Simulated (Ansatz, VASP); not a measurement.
# TaN: VASP beside Ansatz

Contents of INCAR:

```
PREC     = Accurate       # precision mode
ENCUT    = 520            # plane-wave cutoff, eV
EDIFF    = 1E-8           # SCF threshold, eV
ISMEAR   = -1             # smearing method
SIGMA    = 0.03           # smearing width, eV
LREAL    = F              # projectors in reciprocal space
LASPH    = T              # aspherical terms in the spheres
NELM     = 80             # most SCF steps
ALGO     = Normal         # electronic algorithm
ISIF     = 2              # what is computed and relaxed
LWAVE    = F              # write WAVECAR
LCHARG   = F              # write CHGCAR
GGA      = CA             # functional
LEFG     = T            
NBANDS   = 33             # bands
```

The input KPOINTS:

```
Automatic mesh
0
Gamma
  5 5 8
```

File POSCAR:

```
TaN
1.0
    5.0812992707      0.0000000000      0.0000000000
   -2.5406496353      4.4005342526      0.0000000000
    0.0000000000      0.0000000000      2.9080000000
Ta N
3 3
Direct
    0.0000000000      0.0000000000      0.0000000000
    0.3333333333      0.6666666667      0.5000000000
    0.6666666667      0.3333333333      0.5000000000
    0.5000000000      0.0000000000      0.0000000000
    0.5000000000      0.5000000000      0.0000000000
    0.0000000000      0.5000000000      0.0000000000
```

Input for Ansatz:

```yaml
crystal:
  lattice:
    - [5.0812992707, 0.0, 0.0]
    - [-2.5406496353, 4.4005342526, 0.0]
    - [0.0, 0.0, 2.908]
  atoms:
    - { symbol: Ta, position: [0.0, 0.0, 0.0] }
    - { symbol: Ta, position: [0.3333333333, 0.6666666667, 0.5] }
    - { symbol: Ta, position: [0.6666666667, 0.3333333333, 0.5] }
    - { symbol: "N", position: [0.5, 0.0, 0.0] }
    - { symbol: "N", position: [0.5, 0.5, 0.0] }
    - { symbol: "N", position: [0.0, 0.5, 0.0] }
kpoints:
  mp_grid: { grid: [5, 5, 8] }
scf:
  occupations: { method: fermi_dirac, width: 0.03 }
hamiltonian:
  xc: lda
  pseudopotentials: { kind: paw }
output:
  forces: true
  stress: true
  eigenvalues: true
  efg: { contact_densities: true }
  write_density: true
  write_potential: true
  elf: true
  volumetric_format: npy
```

Change from the starting cell: equal xx and yy strain of -2 %, PAW files.

Alike in both runs: task electric field gradients; functional LDA; k mesh 5 × 5 × 8; occupations fermi-dirac, width 0.03 eV; no spin polarisation.

|  | VASP | Ansatz |
| --- | --- | --- |
| version | VASP 6.6.1 | Ansatz 0.2.0 |
| potentials or method | VASP PAW LDA potentials, release 64 (Ta_pv, N) | PAW with Ansatz's default frozen-core files, scalar-relativistic |
| plane-wave cutoff (eV) | 520 | 420 |
| valence electrons in the cell | 48 | 54 |

Ansatz gave:

```
pressure (GPa)                                                : 7.5
traceless stress, the component that is largest in VASP (GPa) : -4.34
size of Vzz on the site where it differs most (V/Å²)          : 441.9
```

Q: Estimate VASP's values.

A: Pressure (GPa): 9.6; traceless stress, the component that is largest in VASP (GPa): -3.80; size of Vzz on the site where it differs most (V/Å²): 332.0.

LDA's correlation is that of Perdew and Zunger in VASP and of Perdew and Wang (1992) in Ansatz. VASP's potentials hold 48 valence electrons a cell and Ansatz's 54, so a difference there can come from the potentials and not from the codes.

Spin-orbit coupling is off throughout.
